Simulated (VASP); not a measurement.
# Ta (Cmcm) in VASP: notebook, part 2 of 2

VASP 6.6.1.

**3. Single point, PBEsol (atoms displaced along a vibrational mode)**

The input, INCAR:

```
SYSTEM = Ta
PREC = Accurate
ENCUT = 520
EDIFF = 1E-6
ISMEAR = 0
SIGMA = 0.15
LREAL = .FALSE.
LASPH = .TRUE.
NELM = 80
ALGO = Fast
ISIF = 2
LWAVE = .FALSE.
LCHARG = .TRUE.
GGA = PS
LELF = .TRUE.
LVHAR = .TRUE.
NBANDS = 18
```

The input, KPOINTS:

```
Automatic mesh
0
G
  22 22 14
  0 0 0
```

The input, POSCAR:

```
Ta
1.0
   -1.6402597622      1.6402597622      1.6402597622
    1.6402597622     -1.6402597622      1.6402597622
    3.2805195245      3.2805195245      0.0000000000
Ta
2
Direct
    0.0053886799     -0.0053886799      0.0000000000
    0.4946113201      0.5053886799      0.5000000000
```

Potentials or basis: VASP PAW PBE potentials, release 64 (Ta_pv).

Run with:

```console
cat potpaw_PBE.64/Ta_pv/POTCAR > POTCAR
mpirun -np 1 vasp_std > vasp.out
```

OUTCAR:

```text
SYSTEM = Ta
   PREC = Accurate
   ENCUT = 520
   EDIFF = 1E-6
   ISMEAR = 0
   LREAL = .FALSE.
   LASPH = .TRUE.
   NELM = 80
   ISIF = 2
   GGA = PS

 ion  position               nearest neighbor table
   1  0.005  0.995  0.000-   2 2.84   2 2.84   2 2.84   2 2.84   2 3.25   2 3.25   2 3.32   2 3.32

   2  0.495  0.505  0.500-   1 2.84   1 2.84   1 2.84   1 2.84   1 3.25   1 3.25   1 3.32   1 3.32

  LATTYP: Found a base centered orthorhombic cell.
 ALAT       =     3.2805195244
 B/A-ratio  =     1.4142135624
 C/A-ratio  =     1.4142135624

  Lattice vectors:

 A1 = (  -1.6402597622,   1.6402597622,   1.6402597622)
 A2 = (   1.6402597622,  -1.6402597622,   1.6402597622)
 A3 = (   3.2805195245,   3.2805195245,   0.0000000000)

Analysis of symmetry for initial positions (statically):
=====================================================================
 Subroutine PRICEL returns:
 Original cell was already a primitive cell.

 Routine SETGRP: Setting up the symmetry group for a
 base centered orthorhombic supercell.

 Subroutine GETGRP returns: Found  8 space group operations
 (whereof  4 operations were pure point group operations)
 out of a pool of  8 trial point group operations.

The static configuration has the point symmetry C_2v.
 The point group associated with its full space group is D_2h.

Analysis of symmetry for dynamics (positions and initial velocities):
=====================================================================
 Subroutine PRICEL returns:
 Original cell was already a primitive cell.

 Routine SETGRP: Setting up the symmetry group for a
 base centered orthorhombic supercell.

 Subroutine GETGRP returns: Found  8 space group operations
 (whereof  4 operations were pure point group operations)
 out of a pool of  8 trial point group operations.

The dynamic configuration has the point symmetry C_2v.
 The point group associated with its full space group is D_2h.

 Subroutine INISYM returns: Found  8 space group operations
 (whereof  4 operations are pure point group operations),
 and found     1 'primitive' translations

----------------------------------------------------------------------------------------

                                     Primitive cell

  volume of cell :      35.3043

  direct lattice vectors                    reciprocal lattice vectors
    -1.640259762  1.640259762  1.640259762    -0.152414883  0.152414883  0.304829766
     1.640259762 -1.640259762  1.640259762     0.152414883 -0.152414883  0.304829766
     3.280519524  3.280519524  0.000000000     0.152414883  0.152414883  0.000000000

  length of vectors
     2.841013246  2.841013246  4.639355203     0.373338693  0.373338693  0.215547195

  position of ions in fractional coordinates (direct lattice)
     0.005388680  0.994611320  0.000000000
     0.494611320  0.505388680  0.500000000

  ion indices of the primitive-cell ions
   primitive index   ion index
                 1           1
                 2           2

----------------------------------------------------------------------------------------

 KPOINTS: Automatic mesh

Automatic generation of k-mesh.
 Grid dimensions read from file:
 generate k-points for:   22   22   14

 Generating k-lattice:

  Cartesian coordinates                     Fractional coordinates (reciprocal lattice)
    -0.006927949  0.006927949  0.013855898     0.045454545  0.000000000  0.000000000
     0.006927949 -0.006927949  0.013855898     0.000000000  0.045454545  0.000000000
     0.010886777  0.010886777  0.000000000     0.000000000  0.000000000  0.071428571

  Length of vectors
     0.016969941  0.016969941  0.015396228

  Shift w.r.t. Gamma in fractional coordinates (k-lattice)
     0.000000000  0.000000000  0.000000000

 Subroutine IBZKPT returns following result:
 ===========================================

 Found   1064 irreducible k-points:

 Following reciprocal coordinates:
            Coordinates               Weight
  0.000000  0.000000  0.000000      1.000000
  0.045455  0.000000  0.000000      4.000000
  0.090909  0.000000  0.000000      4.000000
  0.136364  0.000000  0.000000      4.000000
  0.181818  0.000000  0.000000      4.000000
  0.227273  0.000000  0.000000      4.000000
[... 16 lines left out ...]
  0.500000  0.045455  0.000000      4.000000
 -0.454545  0.045455  0.000000      4.000000
 [... further k-points ...]
   k-points           NKPTS =   1064   k-points in BZ     NKDIM =   1064   number of bands    NBANDS=     18
   number of dos      NEDOS =    301   number of ions     NIONS =      2
   total plane-waves  NPLWV =  20736
   dimension x,y,z NGX =    24 NGY =   24 NGZ =   36
   dimension x,y,z NGXF=    48 NGYF=   48 NGZF=   72
   ions per type =               2
   NGX,Y,Z   is equivalent  to a cutoff of  14.04, 14.04, 12.90 a.u.
   NGXF,Y,Z  is equivalent  to a cutoff of  28.09, 28.09, 25.80 a.u.
 SYSTEM =  Ta
   PREC   = accura    normal or accurate (medium, high low for compatibility)
   ISTART =      0    job   : 0-new  1-cont  2-samecut
   ICHARG =      2    charge: 1-file 2-atom 10-const
   ISPIN  =      1    spin polarized calculation?
   LNONCOLLINEAR =      F non collinear calculations
   LSORBIT =      F    spin-orbit coupling
   LASPH  =      T    aspherical Exc in radial PAW
   ENCUT  =  520.0 eV  38.22 Ry    6.18 a.u.   5.28  5.28  8.63*2*pi/ulx,y,z
   NELM   =     80;   NELMIN=  2; NELMDL= -5     # of ELM steps
   EDIFF  = 0.1E-05   stopping-criterion for ELM
   LREAL  =      F    real-space projection
   EDIFFG = 0.1E-04   stopping-criterion for IOM
   NSW    =      0    number of steps for IOM
   IBRION =     -1    ionic relax: 0-MD 1-quasi-New 2-CG
   NFREE  =      0    steps in history (QN), initial steepest desc. (CG)
   ISIF   =      2    stress and relaxation
   ISYM   =      2    0-nonsym 1-usesym 2-fastsym
   POTIM  = 0.5000    time-step for ionic-motion
   TEBEG  =    0.0;   TEEND  =   0.0 temperature during run
   PSTRESS=    0.0 pullay stress
   NELECT =      22.0000    total number of electrons
   NUPDOWN=      -1.0000    fix difference up-down
   EMIN   =  10.00;   EMAX   =-10.00  energy-range for DOS
   EFERMI =   0.00;   METHOD = LEGACY
   ISMEAR =     0;   SIGMA  =   0.15  broadening in eV -4-tet -1-fermi 0-gaus
   EFERMI_NEDOS =   21; number of points for ismear=-14 and -15
   IALGO  =     68    algorithm
   IMIX   =      4    mixing-type and parameters
     AMIX     =   0.40;   BMIX     =  1.00
     AMIX_MAG =   1.60;   BMIX_MAG =  1.00
  volume/ion in A,a.u.               =      17.65       119.12
  Fermi-wavevector in a.u.,A,eV,Ry     =   1.398320  2.642441 26.603439  1.955298
  Thomas-Fermi vector in A             =   2.521489
   LORBIT       =      0    0 simple, 1 ext, 2 COOP (PROOUT), +10 PAW based schemes
   GGA     = PS    functional components
   LHFCALC =     F    Hartree Fock is set to
   AEXX    =    0.0000 exact exchange contribution
   IVDW    =     0    specifies the selected vdW correction
   LEPSILON=     F    determine dielectric tensor
   LRPA    =     F    only Hartree local field effects (RPA)
 non-spin polarized calculation
 RMM-DIIS sequential band-by-band and
 Gauss-broadening in eV      SIGMA  =   0.15
  energy-cutoff  :      520.00
  volume of cell :       35.30
 maximum number of plane-waves:       970
 NGX is ok and might be reduce to    24
   NGX = 11   NGY = 11   NGZ = 17

 number of electron      22.0000002 magnetization

 Free energy of the ion-electron system (eV)
  ---------------------------------------------------
  ext. energy  EPLUGINS =         0.00000000
  ---------------------------------------------------
  free energy    TOTEN  =       -25.11273043 eV

  energy without entropy =      -25.08318590  energy(sigma->0) =      -25.09795817

 E-fermi :   5.4820     XC(G=0): -12.8320

 val. band max:        5.4813295537   @ k =  -0.4545   0.1818   0.2143
 cond. band min:       5.4833336454   @ k =  -0.2273   0.0455   0.2857
 fundamental gap:      0.0020040917
 Fermi energy:         5.4820211964

 k-point     1 :       0.0000    0.0000    0.0000
  band No.  band energies     occupation
      1     -28.7216      2.00000
      2     -27.8674      2.00000
      3     -27.4710      2.00000
      4     -27.4620      2.00000
      5     -27.4609      2.00000
      6     -27.4609      2.00000
[... 10 lines left out ...]
     17      10.4998      0.00000
     18      13.4720      0.00000
[... 466 lines left out ...]
      2     -28.4523      2.00000
      3     -28.1475      2.00000
      4     -27.8454      2.00000
      5     -27.6225      2.00000
      6     -27.5878      2.00000
[... 10 lines left out ...]
     17      12.8304      0.00000
     18      15.2459      0.00000

 [... further k-points ...]

------------------------ aborting loop because EDIFF is reached ----------------------------------------

  FORCE on cell =-STRESS in cart. coord.  units (eV):
  Direction    XX          YY          ZZ          XY          YZ          ZX
  --------------------------------------------------------------------------------------
  -------------------------------------------------------------------------------------
  Total        0.1045701      0.1045701      0.1095336     -0.0010055      0.0000000     -0.0000000
  in kB        4.7455894      4.7455894      4.9708446     -0.0456293      0.0000000     -0.0000000
  external PRESSURE =       4.8206744 kB  Pullay stress =       0.0000000 kB

 VOLUME and BASIS-vectors are now :
 -----------------------------------------------------------------------------
  energy-cutoff  :      520.00
  volume of cell :       35.30
      direct lattice vectors                 reciprocal lattice vectors
    -1.640259762  1.640259762  1.640259762    -0.152414883  0.152414883  0.304829766
     1.640259762 -1.640259762  1.640259762     0.152414883 -0.152414883  0.304829766
     3.280519524  3.280519524  0.000000000     0.152414883  0.152414883  0.000000000

 POSITION                                       TOTAL-FORCE (eV/Angst)
 -----------------------------------------------------------------------------------
      1.62258     -1.62258      1.64026         0.101940     -0.101940      0.000000
      1.65794      1.62258      1.64026        -0.101940      0.101940      0.000000
 -----------------------------------------------------------------------------------
    total drift:                                0.000000     -0.000000     -0.000000

  FREE ENERGIE OF THE ION-ELECTRON SYSTEM (eV)
  ---------------------------------------------------
  free  energy   TOTEN  =       -25.1127304345 eV

  energy  without entropy=      -25.0831859031  energy(sigma->0) =      -25.09795817
```

OSZICAR:

```text
N       E                     dE             d eps       ncg     rms          rms(c)
DAV:   1     0.170127702566E+03    0.17013E+03   -0.12498E+04 38304   0.126E+03
DAV:   2    -0.218374000486E+02   -0.19197E+03   -0.18865E+03 47736   0.359E+02
DAV:   3    -0.260783243719E+02   -0.42409E+01   -0.41793E+01 44454   0.504E+01
DAV:   4    -0.261078229849E+02   -0.29499E-01   -0.29459E-01 42834   0.442E+00
DAV:   5    -0.261080317056E+02   -0.20872E-03   -0.20871E-03 42756   0.355E-01    0.202E+01
RMM:   6    -0.253438716202E+02    0.76416E+00   -0.71074E-01 39102   0.625E+00    0.983E+00
RMM:   7    -0.251124137022E+02    0.23146E+00   -0.84989E-01 42206   0.630E+00    0.466E-01
RMM:   8    -0.251122041173E+02    0.20958E-03   -0.41216E-02 45943   0.154E+00    0.504E-01
RMM:   9    -0.251130949284E+02   -0.89081E-03   -0.88200E-03 47440   0.577E-01    0.280E-01
RMM:  10    -0.251127337436E+02    0.36118E-03   -0.24256E-03 41584   0.375E-01    0.103E-01
RMM:  11    -0.251127243648E+02    0.93787E-05   -0.19441E-04 49158   0.120E-01    0.139E-02
RMM:  12    -0.251127297813E+02   -0.54165E-05   -0.43743E-05 50508   0.495E-02    0.182E-02
RMM:  13    -0.251127304345E+02   -0.65321E-06   -0.47747E-06 38586   0.117E-02
   1 F= -.25112730E+02 E0= -.25097958E+02  d E =-.295445E-01
```

Wall time 12 min (1 thread of Oxide Virtual Turin-like, shared host); peak memory 0.57 GiB.

Results:

```
Free energy            : -25.1127 eV
Pressure               : 0.5 GPa
Largest force          : 0.144 eV/Å
Band gap on the k mesh : zero (bands 11 and 12 overlap by 3.17 eV)
```

Forces on the atoms (eV/Å):
```
Ta   0.102 -0.102  0.000
Ta  -0.102  0.102  0.000
```

Caveat: the cell differs from its parent crystal (atoms displaced along a vibrational mode); the PAW data sets were made with another functional, which shifts forces and pressure a little; spin-orbit coupling is left out, which moves the levels of the heavy elements.
